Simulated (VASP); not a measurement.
# KF (R-3m) in VASP: notebook, part 2 of 2

VASP 6.6.1. Earlier steps stand in the parts before.

## Step 3: Single point, PBE (21.19 Å³/atom)

Contents of INCAR:

```
SYSTEM = KF
ALGO     = Normal         ! electronic algorithm
EDIFF    = 1E-7           ! SCF threshold, eV
ENCUT    = 520            ! plane-wave cutoff, eV
GGA      = PE             ! functional
ISIF     = 2              ! what is computed and relaxed
ISMEAR   = 0              ! smearing method
LASPH    = .TRUE.         ! aspherical terms in the spheres
LCHARG   = .FALSE.        ! write CHGCAR
LREAL    = .FALSE.        ! projectors in reciprocal space
LWAVE    = .FALSE.        ! write WAVECAR
NBANDS   = 15             ! bands
NELM     = 100            ! most SCF steps
PREC     = Accurate       ! precision mode
SIGMA    = 0.05           ! smearing width, eV
```

Contents of KPOINTS:

```
k-points
0
G
  8 8 8
  0 0 0
```

Contents of POSCAR:

```
KF
1.0
   -0.1458934248      2.6961862797      2.6961862797
    2.6961862797     -0.1458934248      2.6961862797
    2.6961862797      2.6961862797     -0.1458934248
K F
1 1
Direct
    0.0000000000      0.0000000000      0.0000000000
    0.5000000000      0.5000000000      0.5000000000
```

Potentials or basis: VASP PAW PBE potentials, release 64 (K_sv, F).

Started as:

```console
$ cat potpaw_PBE.64/K_sv/POTCAR potpaw_PBE.64/F/POTCAR > POTCAR
$ mpirun -np 1 vasp_std > vasp.out
```

Run time: 28 s. Hardware: 1 thread of Intel Xeon Platinum 8488C (Sapphire Rapids), shared host; peak memory 0.17 GiB.

Results (log left out):

* Free energy: -8.2748 eV
* Pressure: -1.6 GPa
* Band gap on the k mesh: 5.57 eV

Stress tensor (GPa, compression positive):
```
-1.64  0.63  0.63
 0.63 -1.64  0.63
 0.63  0.63 -1.64
```

Levels at points of the mesh, in eV from the valence-band top:
| k point | band 6 | band 7 | band 8 | band 9 | band 10 | band 11 |
| --- | --- | --- | --- | --- | --- | --- |
| (0.00, 0.00, 0.00) | -0.07 | -0.07 | 0.00 | 5.57 | 10.03 | 10.03 |
| (0.50, 0.00, 0.00) | -0.74 | -0.34 | -0.24 | 8.47 | 9.71 | 11.12 |
| (0.50, 0.50, 0.00) | -0.31 | -0.16 | -0.09 | 8.02 | 9.63 | 10.95 |
| (0.50, 0.50, 0.50) | -0.72 | -0.40 | -0.40 | 8.74 | 10.01 | 11.55 |

## Step 4: Single point, PBE (20.87 Å³/atom)

This run uses another cell than the first one, of 20.87 Å³/atom.

Contents of INCAR:

```
SYSTEM = KF
ALGO     = Normal         ! electronic algorithm
EDIFF    = 1E-6           ! SCF threshold, eV
ENCUT    = 520            ! plane-wave cutoff, eV
GGA      = PE             ! functional
ISIF     = 2              ! what is computed and relaxed
ISMEAR   = 0              ! smearing method
LASPH    = .True.         ! aspherical terms in the spheres
LCHARG   = .False.        ! write CHGCAR
LREAL    = .False.        ! projectors in reciprocal space
LWAVE    = .False.        ! write WAVECAR
NBANDS   = 15             ! bands
NELM     = 80             ! most SCF steps
PREC     = Accurate       ! precision mode
SIGMA    = 0.05           ! smearing width, eV
```

Contents of KPOINTS:

```
k-points
0
Gamma
  8 8 8
  0 0 0
```

Contents of POSCAR:

```
KF
1.0
   -0.1164453933      2.6962452668      2.6962452668
    2.6962452668     -0.1164453933      2.6962452668
    2.6962452668      2.6962452668     -0.1164453933
K F
1 1
Direct
    0.0000000000      0.0000000000      0.0000000000
    0.5000000000      0.5000000000      0.5000000000
```

Started as:

```console
$ cat potpaw_PBE.64/K_sv/POTCAR potpaw_PBE.64/F/POTCAR > POTCAR
$ mpirun -np 1 vasp_std > vasp.out
```

Run time: 26 s. Hardware: 1 thread of Intel Xeon Platinum 8488C (Sapphire Rapids), shared host; peak memory 0.18 GiB.

The run converged. Its results:

```yaml
Free_energy: -8.2848 eV
Pressure: -1.3 GPa
Band_gap_on_the_k_mesh: 5.66 eV
```

Stress tensor (GPa, compression positive):
```
-1.28  0.52  0.52
 0.52 -1.28  0.52
 0.52  0.52 -1.28
```

Levels at points of the mesh, in eV from the valence-band top:
| k point | band 5 | band 6 | band 7 | band 8 | band 9 | band 10 | band 11 | band 12 |
| --- | --- | --- | --- | --- | --- | --- | --- | --- |
| (0.00, 0.00, 0.00) | -9.77 | -0.06 | -0.06 | 0.00 | 5.66 | 10.15 | 10.15 | 10.78 |
| (0.50, 0.00, 0.00) | -9.79 | -0.75 | -0.34 | -0.25 | 8.57 | 9.85 | 11.29 | 11.85 |
| (0.50, 0.50, 0.00) | -9.90 | -0.29 | -0.14 | -0.09 | 8.05 | 9.74 | 11.07 | 13.02 |
| (0.50, 0.50, 0.50) | -9.82 | -0.73 | -0.39 | -0.39 | 8.78 | 10.09 | 11.64 | 11.64 |

## Step 5: Single point, PBE (21.19 Å³/atom)

Contents of INCAR:

```
PREC = Accurate
ENCUT = 520
EDIFF = 1E-6
ISMEAR = 0
SIGMA = 0.05
LREAL = False
LASPH = True
NELM = 100
ALGO = Normal
ISIF = 2
LWAVE = False
LCHARG = False
GGA = PE
NBANDS = 15
```

Contents of KPOINTS:

```
Automatic mesh
0
Gamma
  8 8 8
```

Contents of POSCAR:

```
KF
1.0
    0.1195429562      2.8282202110      2.8282202110
    2.8282202110      0.1195429562      2.8282202110
    2.8282202110      2.8282202110      0.1195429562
K F
1 1
Direct
    0.0000000000      0.0000000000      0.0000000000
    0.5000000000      0.5000000000      0.5000000000
```

Potentials or basis: VASP PAW PBE potentials, release 64 (K_sv, F).

Started as:

```console
$ cat potpaw_PBE.64/K_sv/POTCAR potpaw_PBE.64/F/POTCAR > POTCAR
$ mpirun -np 1 vasp_std > vasp.out
```

OUTCAR:

```text
PREC = Accurate
   ENCUT = 520
   EDIFF = 1E-6
   ISMEAR = 0
   LREAL = False
   LASPH = True
   NELM = 100
   ISIF = 2
   GGA = PE

 ion  position               nearest neighbor table
   1  0.000  0.000  0.000-   2 2.77   2 2.77   2 2.77   2 2.77   2 2.77   2 2.77
   2  0.500  0.500  0.500-   1 2.77   1 2.77   1 2.77   1 2.77   1 2.77   1 2.77

  LATTYP: Found a trigonal (rhomboedric) cell.
 ALAT       =     4.0014934265
 COS(alpha) =     0.5417839405

  Lattice vectors:

 A1 = (   0.1195429562,   2.8282202110,   2.8282202110)
 A2 = (   2.8282202110,   0.1195429562,   2.8282202110)
 A3 = (   2.8282202110,   2.8282202110,   0.1195429562)

Analysis of symmetry for initial positions (statically):
=====================================================================
 Subroutine PRICEL returns:
 Original cell was already a primitive cell.

 Routine SETGRP: Setting up the symmetry group for a
 trigonal (rhombohedral) supercell.

 Subroutine GETGRP returns: Found 12 space group operations
 (whereof 12 operations were pure point group operations)
 out of a pool of 12 trial point group operations.

[... 177 lines left out ...]
      6      -3.0917      2.00000
      7      -3.0211      2.00000
      8      -3.0211      2.00000
      9       2.5808      0.00000
     10       6.9501      0.00000
     11       7.4814      0.00000
     12       7.4814      0.00000
     13       8.8808      0.00000
     14       8.8808      0.00000
[... 401 lines left out ...]
      2     -21.6763      2.00000
      3     -12.9850      2.00000
      4     -12.8914      2.00000
      5     -12.8515      2.00000
      6      -3.5212      2.00000
      7      -3.2234      2.00000
      8      -3.1976      2.00000
      9       4.5661      0.00000
     10       6.5235      0.00000
     11       7.9766      0.00000
     12       8.4231      0.00000
     13       9.4982      0.00000
     14       9.7859      0.00000
     15      13.7872      0.00000

 [... further k-points ...]

------------------------ aborting loop because EDIFF is reached ----------------------------------------

  FORCE on cell =-STRESS in cart. coord.  units (eV):
  Direction    XX          YY          ZZ          XY          YZ          ZX
  --------------------------------------------------------------------------------------
  -------------------------------------------------------------------------------------
  Total       -0.4290214     -0.4290214     -0.4290214     -0.1760053     -0.1760053     -0.1760053
  in kB      -16.2199339    -16.2199339    -16.2199339     -6.6541988     -6.6541988     -6.6541988
  external PRESSURE =     -16.2199339 kB  Pullay stress =       0.0000000 kB

 VOLUME and BASIS-vectors are now :
 -----------------------------------------------------------------------------
  energy-cutoff  :      520.00
  volume of cell :       42.38
      direct lattice vectors                 reciprocal lattice vectors
     0.119542956  2.828220211  2.828220211    -0.188412361  0.180771527  0.180771527
     2.828220211  0.119542956  2.828220211     0.180771527 -0.188412361  0.180771527
     2.828220211  2.828220211  0.119542956     0.180771527  0.180771527 -0.188412361

 POSITION                                       TOTAL-FORCE (eV/Angst)
 -----------------------------------------------------------------------------------
      0.00000      0.00000      0.00000        -0.000000      0.000000     -0.000000
      2.88799      2.88799      2.88799         0.000000     -0.000000      0.000000
 -----------------------------------------------------------------------------------
    total drift:                                0.000000      0.000000      0.000000

  FREE ENERGIE OF THE ION-ELECTRON SYSTEM (eV)
  ---------------------------------------------------
  free  energy   TOTEN  =        -8.2781083666 eV

  energy  without entropy=       -8.2781083666  energy(sigma->0) =       -8.27810837
```

stdout:

```text
POSCAR found type information on POSCAR K F
 POSCAR found :  2 types and       2 ions
 scaLAPACK will be used
 LDA part: xc-table for (Slater+PW92), standard interpolation
 POSCAR, INCAR and KPOINTS ok, starting setup
 FFT: planning ... GRIDC
 FFT: planning ... GRID_SOFT
 FFT: planning ... GRID
 WAVECAR not read
 entering main loop
```

Run time: 34 s. Hardware: 1 thread of Intel Xeon Platinum 8488C (Sapphire Rapids), shared host; peak memory 0.18 GiB.

What came out:

```
Free energy            : -8.2781 eV
Pressure               : -1.6 GPa
Band gap on the k mesh : 5.60 eV
```

A k mesh can miss the band edges. PBE gaps usually lie below the measured ones, often by a third to a half.

## Step 6: Overview

```csv
cell,gap on the mesh (eV),pressure (GPa)
"a = 4.025 Å, angles 56.5°, 2 atoms",5.58,-1.6
"a = 3.816 Å, angles 63.6°, 2 atoms",5.57,-1.6
"a = 3.815 Å, angles 62.8°, 2 atoms",5.66,-1.3
"a = 4.001 Å, angles 57.2°, 2 atoms",5.60,-1.6
```

Alike in all rows: task single point; level PBE; potentials or basis VASP PAW PBE potentials, release 64 (K_sv, F); no spin polarisation; k mesh 8 × 8 × 8; cutoff (eV) 520; smearing gaussian 0.05 eV.

Absolute energies hang on the potentials; compare differences alone.
